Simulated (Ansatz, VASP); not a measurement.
## SiO2 in VASP and in Ansatz

```
Si O
1.0
     4.18650    0.00000    0.00000
     0.00000    4.18650    0.00000
     0.00000    0.00000    2.66840
Si O
2 4
Cartesian
  0.0000 0.0000 0.0000
  2.0932 2.0932 1.3342
  1.2807 1.2807 0.0000
  0.8126 3.3739 1.3342
  2.9058 2.9058 0.0000
  3.3739 0.8126 1.3342
```

Alike in both runs: task single point; functional r2SCAN; k mesh 4 × 4 × 6; occupations gaussian, width 0.1 eV; no spin polarisation.

|  | VASP | Ansatz |
| --- | --- | --- |
| version | VASP 6.6.1 | Ansatz 0.2.0 |
| potentials or method | VASP PAW PBE potentials, release 64 (Si, O), cutoff 520 eV | scalar-relativistic, plane waves, PAW |
| valence electrons in the cell | 32 | 32 |

|  | VASP | Ansatz | Ansatz less VASP |
| --- | --- | --- | --- |
| gap on the k mesh at the Fermi level (eV) | 6.49 | 6.51 | +0.013 |
| least direct gap on the mesh (eV) | 6.49 | 6.51 | +0.013 |
| pressure (GPa) | 0.1 | -0.4 | -0.52 |
| traceless stress, the component that is largest in VASP (GPa) | 0.86 | 0.23 | -0.625 |
| rms of the force components (eV/Å) | 0.012 | 0.023 | +0.0112 |

VASP's potentials were made for PBE, not for r2SCAN. Atom by atom the forces differ by 0.011 eV/Å (rms over components).
